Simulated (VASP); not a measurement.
Here is a VASP 6.6.1 calculation.

The input INCAR:

```
PREC = Accurate ; ENCUT = 520
EDIFF = 1E-6 ; ISMEAR = 0
SIGMA = 0.05 ; LREAL = False
LASPH = True ; NELM = 100
ALGO = Normal ; ISIF = 2
LWAVE = False ; LCHARG = True
GGA = PS ; LELF = True
LVHAR = True ; NBANDS = 18
```

KPOINTS

```
Automatic mesh
0
Gamma
  6 6 4
```

POSCAR

```
N
1.0
    4.1672328106      0.0000000000      0.0000000000
   -2.0836164053      3.6089294775      0.0000000000
    0.0000000000      0.0000000000      7.5664837908
N
4
Direct
    0.3333333333      0.6666666667      0.3289300400
    0.3333333333      0.6666666667      0.1710699600
    0.6666666667      0.3333333333      0.8289300400
    0.6666666667      0.3333333333      0.6710699600
```

Potentials or basis: VASP PAW PBE potentials, release 64 (N).

The run is started by

```sh
$ cat potpaw_PBE.64/N/POTCAR > POTCAR
$ mpirun -np 1 vasp_std > vasp.out
```

(1) Predict the band gap on the k mesh.

(2) Estimate the pressure.

(3) Estimate the largest force.

Results:

(1) 6.27 eV, indirect (least direct gap 6.45 eV).

(2) -10.3 GPa.

(3) 9.199 eV/Å.

Caveat: the cell differs from its parent crystal (strain +0.000 along x and y, +0.080 along z); the standard files for N, O and F lose accuracy on very short bonds; the PAW data sets were made with another functional, which shifts forces and pressure a little.
